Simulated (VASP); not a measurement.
Write the native input for VASP 6.6.1 that does the following.

```
Task                   : relaxation of cell and atoms
Functional             : PBE
Potentials or basis    : VASP PAW PBE potentials, release 64 (Cd, Ni, Se)
Cutoff                 : 600 eV
k mesh                 : 8 × 8 × 8
Occupations            : gaussian, width 0.1 eV
Spin                   : no spin polarisation
Dipole correction      : no
Further INCAR settings : ALGO = Normal; EDIFF = 1e-07; IBRION = 2; EDIFFG = -0.01; NSW = 100; ISIF = 3
```

The structure of CdNiSe3 lies in POSCAR:

```
CdNiSe3
1.0
    4.8584249000      0.0000000000      0.0000000000
    0.0000000000      4.8584249000      0.0000000000
    0.0000000000      0.0000000000      4.8584249000
Cd Ni Se
1 1 3
Direct
    0.5000000000      0.5000000000      0.5000000000
    0.0000000000      0.0000000000      0.0000000000
    0.5000000000      0.0000000000      0.0000000000
    0.0000000000      0.5000000000      0.0000000000
    0.0000000000      0.0000000000      0.5000000000
```

One way to write it, as run:

INCAR

```
SYSTEM = CdNiSe3
ALGO = Normal
EDIFF = 1E-7
EDIFFG = -0.01
ENCUT = 600
GGA = PE
IBRION = 2
ISIF = 3
ISMEAR = 0
LASPH = .True.
LCHARG = .False.
LREAL = .False.
LWAVE = .False.
NELM = 100
NSW = 100
PREC = Accurate
SIGMA = 0.1
```

KPOINTS

```
k-points
0
Gamma
  8 8 8
  0 0 0
```

Potentials or basis: VASP PAW PBE potentials, release 64 (Cd, Ni, Se).

The run is started by

```bash
$ cat potpaw_PBE.64/Cd/POTCAR potpaw_PBE.64/Ni/POTCAR potpaw_PBE.64/Se/POTCAR > POTCAR
$ mpirun -np 1 vasp_std > vasp.out
```

It gave:

```yaml
Relaxed_volume: 21.70 Å³/atom
Relaxed_cell: a = 4.769 Å, b = 4.769 Å, c = 4.769 Å, α = 90.00°, β = 90.00°, γ = 90.00°
Space_group_after_relaxing_to_0.05_Å: Pm-3m (No. 221)
Energy_gained_by_relaxing: 12.9 meV/atom
Ionic_steps: 3
Pressure_after_relaxing: 0.0 GPa
Band_gap_on_the_k_mesh: zero (band 20 reaches 4.48 eV, above the bottom of band 21 at 3.28 eV)
```

Caveat: the run has no spin polarisation, though such a crystal can be magnetic.

Wall time 5 min on 1 thread of Intel(R) Xeon(R) Platinum 8259CL CPU @ 2.50GHz (Skylake/Cascade Lake), on a shared host, peak memory 0.34 GiB.
